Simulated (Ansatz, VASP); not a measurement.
# W in VASP and in Ansatz

The input INCAR:

```
PREC     = Accurate       # precision mode
ENCUT    = 520            # plane-wave cutoff, eV
EDIFF    = 1E-7           # SCF threshold, eV
ISMEAR   = 0              # smearing method
SIGMA    = 0.15           # smearing width, eV
LREAL    = False          # projectors in reciprocal space
LASPH    = True           # aspherical terms in the spheres
NELM     = 80             # most SCF steps
ALGO     = Fast           # electronic algorithm
ISIF     = 2              # what is computed and relaxed
LWAVE    = False          # write WAVECAR
LCHARG   = False          # write CHGCAR
GGA      = PS             # functional
NBANDS   = 21             # bands
```

Contents of KPOINTS:

```
Automatic mesh
0
Gamma
  16 16 12
```

File POSCAR:

```
W
1.0
    0.0000000000     -1.9991269216     -1.9991269216
    0.0000000000      1.9991269216     -1.9991269216
    3.9982538432      0.0000000000      0.0000000000
W
2
Direct
    0.5505220549      0.4494779451      0.4965985151
   -0.0505220549      0.0505220549      0.0034014849
```

Input for Ansatz:

```yaml
crystal:
  lattice:
    - [0.0, -1.9991269216, -1.9991269216]
    - [0.0, 1.9991269216, -1.9991269216]
    - [3.9982538432, 0.0, 0.0]
  atoms:
    - { symbol: W, position: [0.5505220549, 0.4494779451, 0.4965985151] }
    - { symbol: W, position: [-0.0505220549, 0.0505220549, 0.0034014849] }
basis:
  ecutwfc: 420
kpoints:
  mp_grid: { grid: [16, 16, 12] }
hamiltonian:
  xc: pbesol
  pseudopotentials: { kind: paw, azcp: { folder: soft_1 } }
scf:
  occupations: { method: gaussian, width: 0.15 }
output:
  forces: true
  stress: true
  eigenvalues: true
```

Change from the starting cell: mode 4 frozen in at -0.202 Å and mode 6 at -0.014 Å (largest displacements).

Alike in both runs: task single point; functional PBEsol; k mesh 16 × 16 × 12; occupations gaussian, width 0.15 eV; no spin polarisation.

|  | VASP | Ansatz |
| --- | --- | --- |
| version | VASP 6.6.1 | Ansatz 0.2.0 |
| potentials or method | VASP PAW PBE potentials, release 64 (W_sv), cutoff 520 eV | scalar-relativistic, plane waves, PAW |
| valence electrons in the cell | 28 | 28 |

|  | VASP | Ansatz | Ansatz less VASP |
| --- | --- | --- | --- |
| gap on the k mesh at the Fermi level (eV) | none | none | - |
| pressure (GPa) | 10.1 | 9.3 | -0.77 |
| traceless stress, the component that is largest in VASP (GPa) | -9.23 | -9.17 | +0.061 |
| rms of the force components (eV/Å) | 0.960 | 0.940 | -0.0201 |

VASP's potentials were made for PBE, not for PBEsol, and Ansatz warns of the same on its side. Atom by atom the forces differ by 0.020 eV/Å (rms over components). A gap of «none» marks a metal or a gap that the smearing closes.

Spin-orbit coupling is off throughout.
